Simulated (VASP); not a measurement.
Wanted: the native input for a VASP 6.6.1 run.

* Task: single point
* Functional: PBEsol
* Potentials or basis: VASP PAW PBE potentials, release 64 (B, N)
* Cutoff: 520 eV
* k mesh: 12 × 12 × 4
* Occupations: gaussian, width 0.05 eV
* Spin: no spin polarisation
* Dipole correction: no
* Further INCAR settings: ALGO = Normal; EDIFF = 1e-06; NBANDS = 16

The structure of BN lies in POSCAR:

```
BN
1.0
    2.5043488457      0.0000000000      0.0000000000
   -1.2521744229      2.1688297203      0.0000000000
    0.0000000000      0.0000000000      7.2647640228
B N
2 2
Direct
    0.3333333333      0.6666666667      0.2500000000
    0.6666666667      0.3333333333      0.7500000000
    0.3333333333      0.6666666667      0.7500000000
    0.6666666667      0.3333333333      0.2500000000
```

This cell differs from its parent crystal: strain +0.0350 x Voigt [0, 0, 1, 0, 0, 0].

The input as run:

INCAR

```
ALGO = Normal
EDIFF = 1E-6
ENCUT = 520
GGA = PS
ISIF = 2
ISMEAR = 0
LASPH = True
LCHARG = False
LREAL = False
LWAVE = False
NBANDS = 16
NELM = 60
PREC = Accurate
SIGMA = 0.05
```

KPOINTS

```
k-points
0
Gamma
  12 12 4
```

Potentials or basis: VASP PAW PBE potentials, release 64 (B, N).

Launch:

```sh
$ cat potpaw_PBE.64/B/POTCAR potpaw_PBE.64/N/POTCAR > POTCAR
$ mpirun -np 1 vasp_std > vasp.out
```

It gave:

```json
{
  "Pressure": "0.2 GPa",
  "Band gap on the k mesh": "4.32 eV, indirect (least direct gap 4.60 eV)"
}
```

Caveat: the cell differs from its parent crystal (strain +0.0350 x Voigt [0, 0, 1, 0, 0, 0]); the PAW data sets were made with another functional, which shifts forces and pressure a little; this functional lacks dispersion, which binds the layers, so the pressure and a relaxed spacing across them are unreliable.

It took 57 s on 1 thread of Intel Xeon 8259CL, on a shared host, peak memory 0.17 GiB.
